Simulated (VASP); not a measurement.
# CaS (Fm-3m) in VASP: notebook, part 2 of 2

VASP 6.6.1. The steps go on from the part before.

## (4) Elastic constants, revPBE

Contents of INCAR:

```
PREC = Accurate
ENCUT = 500
EDIFF = 1E-8
ISMEAR = 0
SIGMA = 0.01
LREAL = False
LASPH = True
NELM = 120
ALGO = Normal
ISIF = 3
LWAVE = False
LCHARG = False
GGA = RE
NBANDS = 15
IBRION = 6
NFREE = 2
POTIM = 0.015
NSW = 1
GGA_COMPAT = False
```

Contents of KPOINTS:

```
regular mesh
0
Gamma
  6 6 6
```

Contents of POSCAR:

```
CaS
1.0
    0.0000000000      2.7822162235      2.7822162235
    2.7822162235      0.0000000000      2.7822162235
    2.7822162235      2.7822162235      0.0000000000
Ca S
1 1
Direct
    0.0000000000      0.0000000000      0.0000000000
    0.5000000000      0.5000000000      0.5000000000
```

Potentials or basis: VASP PAW PBE potentials, release 64 (Ca_sv, S).

On the command line:

```console
$ cat potpaw_PBE.64/Ca_sv/POTCAR potpaw_PBE.64/S/POTCAR > POTCAR
$ mpirun -np 1 vasp_std > vasp.out
```

OUTCAR:

```text
PREC = Accurate
   ENCUT = 500
   EDIFF = 1E-8
   ISMEAR = 0
   LREAL = False
   LASPH = True
   NELM = 120
   ISIF = 3
   GGA = RE
   IBRION = 6
   NFREE = 2
   POTIM = 0.015
   NSW = 1

 ion  position               nearest neighbor table
   1  0.000  0.000  0.000-   2 2.78   2 2.78   2 2.78   2 2.78   2 2.78   2 2.78
   2  0.500  0.500  0.500-   1 2.78   1 2.78   1 2.78   1 2.78   1 2.78   1 2.78

  LATTYP: Found a face centered cubic cell.
 ALAT       =     5.5644324470

  Lattice vectors:

 A1 = (   0.0000000000,   2.7822162235,   2.7822162235)
 A2 = (   2.7822162235,   0.0000000000,   2.7822162235)
 A3 = (   2.7822162235,   2.7822162235,   0.0000000000)

Analysis of symmetry for initial positions (statically):
=====================================================================
 Subroutine PRICEL returns:
 Original cell was already a primitive cell.

 Routine SETGRP: Setting up the symmetry group for a
 face centered cubic supercell.

 Subroutine GETGRP returns: Found 48 space group operations
 (whereof 48 operations were pure point group operations)
 out of a pool of 48 trial point group operations.

The static configuration has the point symmetry O_h .

Analysis of symmetry for dynamics (positions and initial velocities):
=====================================================================
 Subroutine PRICEL returns:
 Original cell was already a primitive cell.

 Routine SETGRP: Setting up the symmetry group for a
 face centered cubic supercell.

 Subroutine GETGRP returns: Found 48 space group operations
 (whereof 48 operations were pure point group operations)
 out of a pool of 48 trial point group operations.

The dynamic configuration has the point symmetry O_h .

 Subroutine INISYM returns: Found 48 space group operations
 (whereof 48 operations are pure point group operations),
 and found     1 'primitive' translations

----------------------------------------------------------------------------------------

                                     Primitive cell

  volume of cell :      43.0728

  direct lattice vectors                    reciprocal lattice vectors
     0.000000000  2.782216223  2.782216223    -0.179712848  0.179712848  0.179712848
     2.782216223  0.000000000  2.782216223     0.179712848 -0.179712848  0.179712848
     2.782216223  2.782216223  0.000000000     0.179712848  0.179712848 -0.179712848

  length of vectors
     3.934647917  3.934647917  3.934647917     0.311271783  0.311271783  0.311271783

  position of ions in fractional coordinates (direct lattice)
     0.000000000  0.000000000  0.000000000
     0.500000000  0.500000000  0.500000000

  ion indices of the primitive-cell ions
   primitive index   ion index
                 1           1
                 2           2
[... 298 lines left out ...]
  ---------------------------------------------------
  ext. energy  EPLUGINS =         0.00000000
  ---------------------------------------------------
  free energy    TOTEN  =        -9.74635419 eV

  energy without entropy =       -9.74635419  energy(sigma->0) =       -9.74635419

 E-fermi :   3.3611     XC(G=0):  -9.4735

 val. band max:        3.3176161906   @ k =   0.0000   0.0000   0.0000
 cond. band min:       5.5889183304   @ k =   0.0000   0.5000   0.5000
 fundamental gap:      2.2713021399
 Fermi energy:         3.3610718935

 k-point     1 :       0.0000    0.0000    0.0000
  band No.  band energies     occupation
      1     -35.7256      2.00000
      2     -16.6691      2.00000
      3     -16.6690      2.00000
      4     -16.6690      2.00000
      5      -8.2355      2.00000
      6       3.3175      2.00000
      7       3.3176      2.00000
      8       3.3176      2.00000
      9       7.5342      0.00000
     10       7.5346      0.00000
     11       7.5346      0.00000
     12       8.0539      0.00000
     13       8.1568      0.00000
     14       8.1580      0.00000
[... 401 lines left out ...]
      2     -16.8106      2.00000
      3     -16.7836      2.00000
      4     -16.7055      2.00000
      5      -7.3606      2.00000
      6       0.9175      2.00000
      7       1.3523      2.00000
      8       2.1059      2.00000
      9       7.8544      0.00000
     10       9.5183      0.00000
     11       9.7341      0.00000
     12       9.8507      0.00000
     13      10.8923      0.00000
     14      11.8636      0.00000
     15      13.4192      0.00000

 [... further k-points ...]

------------------------ aborting loop because EDIFF is reached ----------------------------------------

  FORCE on cell =-STRESS in cart. coord.  units (eV):
  Direction    XX          YY          ZZ          XY          YZ          ZX
  --------------------------------------------------------------------------------------
  -------------------------------------------------------------------------------------
  Total        1.9673650      1.9610381      1.9610381      0.0000000      0.0000000      0.0000000
  in kB       73.1800834     72.9447399     72.9447399      0.0000000      0.0000000      0.0000000
  external PRESSURE =      73.0231877 kB  Pullay stress =       0.0000000 kB
[... 17 lines left out ...]
  FREE ENERGIE OF THE ION-ELECTRON SYSTEM (eV)
  ---------------------------------------------------
  free  energy   TOTEN  =        -9.7463541905 eV

  energy  without entropy=       -9.7463541905  energy(sigma->0) =       -9.74635419

 INTERNAL STRAIN TENSORS FROM STRAINED CELLS
 ============================================

 INTERNAL STRAIN TENSOR FOR ION    1 for displacements in x,y,z  (eV/Angst):
          X           Y           Z          XY          YZ          ZX
  --------------------------------------------------------------------------------
  x     0.00000     0.00000     0.00000    -0.00000    -0.00000    -0.00000
  y    -0.00000    -0.00000     0.00000    -0.00000    -0.00000     0.00000
  z     0.00000    -0.00000    -0.00000     0.00000     0.00000    -0.00000

 INTERNAL STRAIN TENSORS FROM DISPLACED ATOMS
 ============================================

 INTERNAL STRAIN TENSOR FOR ION    1 for displacements in x,y,z  (eV/Angst):
          X           Y           Z          XY          YZ          ZX
  --------------------------------------------------------------------------------
  x     0.00000     0.00000     0.00000     0.00000     0.00000     0.00000
  y     0.00000     0.00000     0.00000     0.00000     0.00000     0.00000
  z     0.00000     0.00000     0.00000     0.00000     0.00000     0.00000

 INTERNAL STRAIN TENSOR FOR ION    2 for displacements in x,y,z  (eV/Angst):
          X           Y           Z          XY          YZ          ZX
  --------------------------------------------------------------------------------
  x     0.00000     0.00000     0.00000     0.00000     0.00000     0.00000
  y     0.00000     0.00000     0.00000     0.00000     0.00000     0.00000
  z     0.00000     0.00000     0.00000     0.00000     0.00000     0.00000

 Eigenvectors and eigenvalues of the dynamical matrix
 ----------------------------------------------------

   1 f  =    7.721447 THz    48.515280 2PiTHz  257.559738 cm-1    31.933323 meV
             X         Y         Z           dx          dy          dz
      0.000000  0.000000  0.000000     0.027342   -0.124877   -0.654464
      2.782216  2.782216  2.782216    -0.030556    0.139554    0.731387
[... 21 lines left out ...]
   6 f/i=    0.001493 THz     0.009379 2PiTHz    0.049790 cm-1     0.006173 meV
             X         Y         Z           dx          dy          dz
      0.000000  0.000000  0.000000    -0.240715    0.701599    0.071765
      2.782216  2.782216  2.782216    -0.215398    0.627809    0.064217

--------------------------------------------------------------------------------------------------------

 ELASTIC MODULI CONTR FROM IONIC RELAXATION (kBar)
 Direction    XX          YY          ZZ          XY          YZ          ZX
 --------------------------------------------------------------------------------
 XX           0.0000      0.0000      0.0000      0.0000      0.0000      0.0000
 YY           0.0000      0.0000      0.0000      0.0000      0.0000      0.0000
 ZZ           0.0000      0.0000      0.0000      0.0000      0.0000      0.0000
 XY           0.0000      0.0000      0.0000      0.0000      0.0000      0.0000
 YZ           0.0000      0.0000      0.0000      0.0000      0.0000      0.0000
 ZX           0.0000      0.0000      0.0000      0.0000      0.0000      0.0000
 --------------------------------------------------------------------------------

 TOTAL ELASTIC MODULI (kBar)
 Direction    XX          YY          ZZ          XY          YZ          ZX
 --------------------------------------------------------------------------------
 XX        1749.5554    237.3593    237.3593      0.0000      0.0000      0.0000
 YY         237.3593   1749.5554    237.3593     -0.0000      0.0000      0.0000
 ZZ         237.3593    237.3593   1749.5554      0.0000     -0.0000      0.0000
 XY           0.0000     -0.0000      0.0000    336.9248      0.0000     -0.0000
 YZ           0.0000      0.0000     -0.0000      0.0000    336.9248      0.0000
 ZX           0.0000      0.0000      0.0000     -0.0000      0.0000    336.9248
 --------------------------------------------------------------------------------
```

It took 11 min on 1 thread of Intel Xeon 8259CL, shared host; peak memory 0.22 GiB.

Results:

```
Elastic constants C11, C12, C44                         : 175, 24, 34 GPa
Voigt bulk modulus                                      : 74 GPa
Highest phonon frequency at Γ, LO-TO splitting left out : 258 cm⁻¹
```

Phonon frequencies in cm⁻¹ (negative: imaginary):
```csv
q point,frequencies
"(0.000, 0.000, 0.000)",0 0 0 258 258 258
```

Elastic tensor in Voigt notation (GPa, in the Cartesian axes of the cell as first typed):
```
175  24  24   0   0   0
 24 175  24   0   0   0
 24  24 175   0   0   0
  0   0   0  34   0   0
  0   0   0   0  34   0
  0   0   0   0   0  34
```

Clamped-ion elastic tensor (GPa):
```
175  24  24   0   0   0
 24 175  24   0   0   0
 24  24 175   0   0   0
  0   0   0  34   0   0
  0   0   0   0  34   0
  0   0   0   0   0  34
```

Caveat: the cell is under stress, which shifts elastic constants; the PAW data sets were made with another functional, which shifts forces and pressure a little.
